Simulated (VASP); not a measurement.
# Al in VASP: further runs

The runs below take Al through relaxation of the atoms, with PBE.

Everything below comes from runs of VASP 6.6.1. Logs are shortened: lines on timing, memory, paths and dates and some standing lists are left out, and cuts for length are marked.

## 1. The cell of the first run

The cell holds a slab with vacuum, 4 atoms: a = 2.857 Å, b = 2.857 Å, c = 22.062 Å, α = 90.00°, β = 90.00°, γ = 90.00°.

## 2. Relaxation of the atoms, PBE

File INCAR:

```
PREC = Accurate
ENCUT = 520
EDIFF = 1E-7
ISMEAR = -1
SIGMA = 0.08
LREAL = False
LASPH = True
NELM = 80
ALGO = Normal
ISIF = 2
LWAVE = False
LCHARG = False
LDIPOL = True
IDIPOL = 3
DIPOL = 0.5 0.5 0.500
GGA = PE
IBRION = 2
NSW = 60
EDIFFG = -0.01
```

File KPOINTS:

```
Automatic mesh
0
Gamma
  14 14 1
```

File POSCAR:

```
Al
1.0
    2.8574853682      0.0000000000      0.0000000000
    0.0000000000      2.8574853682      0.0000000000
    0.0000000000      0.0000000000     22.0616000000
Al
4
Direct
    0.2500000000      0.2500000000      0.3626200764
    0.7500000000      0.7500000000      0.4542066918
    0.2500000000      0.2500000000      0.5457933077
    0.7500000000      0.7500000000      0.6373799236
```

Potentials or basis: VASP PAW PBE potentials, release 64 (Al).

Started as:

```
$ cat potpaw_PBE.64/Al/POTCAR > POTCAR
$ mpirun -np 1 vasp_std > vasp.out
```

OUTCAR:

```text
PREC = Accurate
   ENCUT = 520
   EDIFF = 1E-7
   ISMEAR = -1
   LREAL = False
   LASPH = True
   NELM = 80
   ISIF = 2
   GGA = PE
   IBRION = 2
   NSW = 60
   EDIFFG = -0.01

 ion  position               nearest neighbor table
   1  0.250  0.250  0.363-   2 2.86   2 2.86   2 2.86   2 2.86
   2  0.750  0.750  0.454-   1 2.86   1 2.86   1 2.86   1 2.86   3 2.86   3 2.86   3 2.86   3 2.86

   3  0.250  0.250  0.546-   2 2.86   4 2.86   2 2.86   4 2.86   2 2.86   4 2.86   2 2.86   4 2.86

   4  0.750  0.750  0.637-   3 2.86   3 2.86   3 2.86   3 2.86

  LATTYP: Found a simple tetragonal cell.
 ALAT       =     2.8574853682
 C/A-ratio  =     7.7206344591

  Lattice vectors:

 A1 = (   2.8574853682,   0.0000000000,   0.0000000000)
 A2 = (   0.0000000000,   2.8574853682,   0.0000000000)
 A3 = (   0.0000000000,   0.0000000000,  22.0616000000)

Analysis of symmetry for initial positions (statically):
=====================================================================
 Subroutine PRICEL returns:
 Original cell was already a primitive cell.

 Routine SETGRP: Setting up the symmetry group for a
 simple tetragonal supercell.

 Subroutine GETGRP returns: Found 16 space group operations
 (whereof  4 operations were pure point group operations)
 out of a pool of 16 trial point group operations.

The static configuration has the point symmetry C_2h.
 The point group associated with its full space group is D_4h.

Analysis of symmetry for dynamics (positions and initial velocities):
=====================================================================
 Subroutine PRICEL returns:
 Original cell was already a primitive cell.

 Routine SETGRP: Setting up the symmetry group for a
 simple tetragonal supercell.

 Subroutine GETGRP returns: Found 16 space group operations
 (whereof  4 operations were pure point group operations)
 out of a pool of 16 trial point group operations.

The dynamic configuration has the point symmetry C_2h.
 The point group associated with its full space group is D_4h.

 Subroutine INISYM returns: Found 16 space group operations
 (whereof  4 operations are pure point group operations),
 and found     1 'primitive' translations

----------------------------------------------------------------------------------------

                                     Primitive cell

  volume of cell :     180.1379

  direct lattice vectors                    reciprocal lattice vectors
     2.857485368  0.000000000  0.000000000     0.349958047  0.000000000  0.000000000
     0.000000000  2.857485368  0.000000000     0.000000000  0.349958047  0.000000000
     0.000000000  0.000000000 22.061600000     0.000000000  0.000000000  0.045327628

  length of vectors
     2.857485368  2.857485368 22.061600000     0.349958047  0.349958047  0.045327628

  position of ions in fractional coordinates (direct lattice)
     0.250000000  0.250000000  0.362620076
     0.750000000  0.750000000  0.454206692
     0.250000000  0.250000000  0.545793308
     0.750000000  0.750000000  0.637379924

  ion indices of the primitive-cell ions
   primitive index   ion index
                 1           1
                 2           2
                 3           3
                 4           4

----------------------------------------------------------------------------------------

 KPOINTS: Automatic mesh

Automatic generation of k-mesh.
 Grid dimensions read from file:
 generate k-points for:   14   14    1

 Generating k-lattice:

  Cartesian coordinates                     Fractional coordinates (reciprocal lattice)
     0.024997003  0.000000000  0.000000000     0.071428571  0.000000000  0.000000000
     0.000000000  0.024997003  0.000000000     0.000000000  0.071428571  0.000000000
     0.000000000  0.000000000  0.045327628     0.000000000  0.000000000  1.000000000

  Length of vectors
     0.024997003  0.024997003  0.045327628

  Shift w.r.t. Gamma in fractional coordinates (k-lattice)
     0.000000000  0.000000000  0.000000000

 Subroutine IBZKPT returns following result:
 ===========================================

 Found     36 irreducible k-points:

 Following reciprocal coordinates:
            Coordinates               Weight
  0.000000  0.000000  0.000000      1.000000
  0.071429  0.000000  0.000000      4.000000
  0.142857  0.000000  0.000000      4.000000
  0.214286  0.000000  0.000000      4.000000
  0.285714  0.000000  0.000000      4.000000
  0.357143  0.000000  0.000000      4.000000
[... 16 lines left out ...]
  0.285714  0.214286  0.000000      8.000000
  0.357143  0.214286  0.000000      8.000000
 [... further k-points ...]
   k-points           NKPTS =     36   k-points in BZ     NKDIM =     36   number of bands    NBANDS=     10
   number of dos      NEDOS =    301   number of ions     NIONS =      4
   total plane-waves  NPLWV =  96768
   dimension x,y,z NGX =    24 NGY =   24 NGZ =  168
   dimension x,y,z NGXF=    48 NGYF=   48 NGZF=  336
   ions per type =               4
   NGX,Y,Z   is equivalent  to a cutoff of  13.96, 13.96, 12.66 a.u.
   NGXF,Y,Z  is equivalent  to a cutoff of  27.93, 27.93, 25.32 a.u.
 SYSTEM =  unknown system
   PREC   = accura    normal or accurate (medium, high low for compatibility)
   ISTART =      0    job   : 0-new  1-cont  2-samecut
   ICHARG =      2    charge: 1-file 2-atom 10-const
   ISPIN  =      1    spin polarized calculation?
   LNONCOLLINEAR =      F non collinear calculations
   LSORBIT =      F    spin-orbit coupling
   LASPH  =      T    aspherical Exc in radial PAW
   ENCUT  =  520.0 eV  38.22 Ry    6.18 a.u.   5.31  5.31 41.02*2*pi/ulx,y,z
   NELM   =     80;   NELMIN=  2; NELMDL= -5     # of ELM steps
   EDIFF  = 0.1E-06   stopping-criterion for ELM
   LREAL  =      F    real-space projection
   EDIFFG = -.1E-01   stopping-criterion for IOM
   NSW    =     60    number of steps for IOM
   IBRION =      2    ionic relax: 0-MD 1-quasi-New 2-CG
   NFREE  =      1    steps in history (QN), initial steepest desc. (CG)
   ISIF   =      2    stress and relaxation
   ISYM   =      2    0-nonsym 1-usesym 2-fastsym
   POTIM  = 0.5000    time-step for ionic-motion
   TEBEG  =    0.0;   TEEND  =   0.0 temperature during run
   PSTRESS=    0.0 pullay stress
   NELECT =      12.0000    total number of electrons
   NUPDOWN=      -1.0000    fix difference up-down
   EMIN   =  10.00;   EMAX   =-10.00  energy-range for DOS
   EFERMI =   0.00;   METHOD = LEGACY
   ISMEAR =    -1;   SIGMA  =   0.08  broadening in eV -4-tet -1-fermi 0-gaus
   EFERMI_NEDOS =   21; number of points for ismear=-14 and -15
   IALGO  =     38    algorithm
   IMIX   =      4    mixing-type and parameters
     AMIX     =   0.40;   BMIX     =  1.00
     AMIX_MAG =   1.60;   BMIX_MAG =  1.00
  volume/ion in A,a.u.               =      45.03       303.91
  Fermi-wavevector in a.u.,A,eV,Ry     =   0.663642  1.254101  5.992279  0.440420
  Thomas-Fermi vector in A             =   1.737083
   LORBIT       =      0    0 simple, 1 ext, 2 COOP (PROOUT), +10 PAW based schemes
   GGA     = PE    functional components
   LHFCALC =     F    Hartree Fock is set to
   AEXX    =    0.0000 exact exchange contribution
   IVDW    =     0    specifies the selected vdW correction
   LEPSILON=     F    determine dielectric tensor
   LRPA    =     F    only Hartree local field effects (RPA)
 conjugate gradient relaxation of ions
 non-spin polarized calculation
  energy-cutoff  :      520.00
  volume of cell :      180.14
 maximum number of plane-waves:      4900
 NGX is ok and might be reduce to    24
   NGX = 11   NGY = 11   NGZ = 83

--------------------------------------- Ionic step        1  -------------------------------------------

 number of electron      12.0000000 magnetization

 Free energy of the ion-electron system (eV)
  ---------------------------------------------------
  ext. energy  EPLUGINS =         0.00000000
  ---------------------------------------------------
  free energy    TOTEN  =       -13.99729842 eV

  energy without entropy =      -13.94913147  energy(sigma->0) =      -13.97321495

------------------------ aborting loop because EDIFF is reached ----------------------------------------

  FORCE on cell =-STRESS in cart. coord.  units (eV):
  Direction    XX          YY          ZZ          XY          YZ          ZX
  --------------------------------------------------------------------------------------
  -------------------------------------------------------------------------------------
  Total       -1.6573534     -1.6573534      0.7406620     -0.0000000      0.0000000     -0.0000000
  in kB      -14.7407870    -14.7407870      6.5875759     -0.0000000      0.0000000     -0.0000000
  external PRESSURE =      -7.6313327 kB  Pullay stress =       0.0000000 kB
[... 251 lines left out ...]
  energy  without entropy=      -13.9630176654  energy(sigma->0) =      -13.98593484

--------------------------------------- Ionic step        8  -------------------------------------------

 number of electron      12.0000000 magnetization

 dipolmoment           0.000000      0.000000      0.000000 electrons x Angstroem

 Free energy of the ion-electron system (eV)
  ---------------------------------------------------
  ext. energy  EPLUGINS =         0.00000000
  ---------------------------------------------------
  free energy    TOTEN  =       -14.00890115 eV

  energy without entropy =      -13.96281743  energy(sigma->0) =      -13.98585929

 E-fermi :   0.3239     XC(G=0):  -4.6627

 val. band max:        0.3135575754   @ k =   0.3571   0.3571   0.0000
 cond. band min:       0.3303048882   @ k =   0.3571   0.0000   0.0000
 fundamental gap:      0.0167473129
 Fermi energy:         0.3239201564

 k-point     1 :       0.0000    0.0000    0.0000
  band No.  band energies     occupation
      1     -10.2179      2.00000
      2      -8.9189      2.00000
      3      -6.8476      2.00000
      4      -4.1257      2.00000
      5      -1.8021      2.00000
      6       1.5381      0.00000
      7       3.6311      0.00000
      8       4.6155      0.00000
      9       4.9114      0.00000
     10       6.1618      0.00000
[... 287 lines left out ...]
 k-point    24 :       0.3571    0.2143    0.0000
  band No.  band energies     occupation
      1      -7.1147      2.00000
      2      -5.8390      2.00000
      3      -3.8005      2.00000
      4      -2.1756      2.00000
      5      -1.1157      2.00000
      6      -0.9432      2.00000
      7       1.0630      0.00019
      8       1.0961      0.00013
      9       2.8975      0.00000
     10       3.7338      0.00000

 [... further k-points ...]

------------------------ aborting loop because EDIFF is reached ----------------------------------------

 vacuum level on the upper side and lower side of the slab       (xc-potential included)        -0.009        -0.009

  FORCE on cell =-STRESS in cart. coord.  units (eV):
  Direction    XX          YY          ZZ          XY          YZ          ZX
  --------------------------------------------------------------------------------------
  -------------------------------------------------------------------------------------
  Total       -2.1969282     -2.1969282     -0.0013241     -0.0000000      0.0000000     -0.0000000
  in kB      -19.5398579    -19.5398579     -0.0117772     -0.0000000      0.0000000     -0.0000000
  external PRESSURE =     -13.0304977 kB  Pullay stress =       0.0000000 kB

 VOLUME and BASIS-vectors are now :
 -----------------------------------------------------------------------------
  energy-cutoff  :      520.00
  volume of cell :      180.14
      direct lattice vectors                 reciprocal lattice vectors
     2.857485368  0.000000000  0.000000000     0.349958047  0.000000000  0.000000000
     0.000000000  2.857485368  0.000000000     0.000000000  0.349958047  0.000000000
     0.000000000  0.000000000 22.061600000     0.000000000  0.000000000  0.045327628
[... 10 lines left out ...]
  FREE ENERGIE OF THE ION-ELECTRON SYSTEM (eV)
  ---------------------------------------------------
  free  energy   TOTEN  =       -14.0089011494 eV

  energy  without entropy=      -13.9628174253  energy(sigma->0) =      -13.98585929

 reached required accuracy - stopping structural energy minimisation

 vacuum level on the upper side and lower side of the slab         4.575         4.575
```

Run time: 3.4 min. Hardware: 1 thread of Intel Xeon 6975P-C (Granite Rapids), shared host; peak memory 0.32 GiB.

What came out:

- Free energy: -14.0089 eV
- Energy gained by relaxing: 2.9 meV/atom
- Ionic steps: 8
- Band gap on the k mesh: zero (bands 6 and 7 overlap by 2.98 eV)

Step by step:
```csv
step,energy change (eV),largest force (eV/Å),pressure (GPa)
1,0.0000,0.1104,-0.76
2,-0.0013,0.1029,-0.80
3,-0.0046,0.0809,-0.90
4,-0.0094,0.0482,-1.09
5,-0.0099,0.0607,-1.47
6,-0.0113,0.0461,-1.30
7,-0.0116,0.0177,-1.31
8,-0.0116,0.0002,-1.30
```

Final structure:
```
Al
1.0
     2.85749    0.00000    0.00000
     0.00000    2.85749    0.00000
     0.00000    0.00000   22.06160
Al
4
Direct
  0.25000 0.25000 0.35866
  0.75000 0.75000 0.45255
  0.25000 0.25000 0.54745
  0.75000 0.75000 0.64134
```

## 3. Relaxation of the atoms, PBE

File INCAR:

```
SYSTEM = Al
  ALGO = Normal
  DIPOL = 0.5 0.5 0.500
  EDIFF = 1E-6
  EDIFFG = -0.01
  ENCUT = 520
  GGA = PE
  IBRION = 2
  IDIPOL = 3
  ISIF = 2
  ISMEAR = -1
  LASPH = .TRUE.
  LCHARG = .FALSE.
  LDIPOL = .TRUE.
  LREAL = .FALSE.
  LWAVE = .FALSE.
  NELM = 80
  NSW = 32
  PREC = Accurate
  SIGMA = 0.08
```

File KPOINTS:

```
k-points
0
G
  14 14 1
  0 0 0
```

File POSCAR:

```
Al
1.0
    2.8574853682      0.0000000000      0.0000000000
    0.0000000000      2.8574853682      0.0000000000
    0.0000000000      0.0000000000     22.0616000000
Al
4
Direct
    0.2500000000      0.2500000000      0.3585740837
    0.7500000000      0.7500000000      0.4524951929
    0.2500000000      0.2500000000      0.5475048064
    0.7500000000      0.7500000000      0.6414259164
```

Potentials or basis: VASP PAW PBE potentials, release 64 (Al).

Started as:

```
$ cat potpaw_PBE.64/Al/POTCAR > POTCAR
$ mpirun -np 1 vasp_std > vasp.out
```

Run time: 41 s. Hardware: 1 thread of Intel Xeon 6975P-C (Granite Rapids), shared host; peak memory 0.3 GiB.

Results (log left out):

| Property | Result |
| --- | --- |
| Free energy | -14.0089 eV |
| Largest force after relaxing | 0.004 eV/Å |
| Band gap on the k mesh | zero (bands 6 and 7 overlap by 2.98 eV) |

Forces on the atoms (eV/Å):
```
Al   0.000  0.000  0.001
Al   0.000  0.000  0.004
Al   0.000  0.000 -0.004
Al   0.000  0.000 -0.001
```

Final structure:
```
CELL_PARAMETERS angstrom
2.85749 0.00000 0.00000
0.00000 2.85749 0.00000
0.00000 0.00000 22.06160
ATOMIC_POSITIONS crystal
Al 0.25000 0.25000 0.35857
Al 0.75000 0.75000 0.45250
Al 0.25000 0.25000 0.54750
Al 0.75000 0.75000 0.64143
```

Levels at points of the mesh, in eV from the Fermi level:
| k point | band 3 | band 4 | band 5 | band 6 | band 7 | band 8 | band 9 | band 10 |
| --- | --- | --- | --- | --- | --- | --- | --- | --- |
| (0.00, 0.00, 0.00) | -7.17 | -4.45 | -2.13 | 1.21 | 3.30 | 4.28 | 4.54 | 5.84 |
| (0.50, 0.00, 0.00) | -4.82 | -4.82 | -2.81 | -2.81 | -0.13 | -0.13 | 2.19 | 2.19 |
| (0.50, 0.50, 0.00) | -1.16 | -1.16 | -1.01 | -1.01 | 0.32 | 0.32 | 0.78 | 0.78 |

Caveat: the relaxation stopped at its first step, so nothing moved.
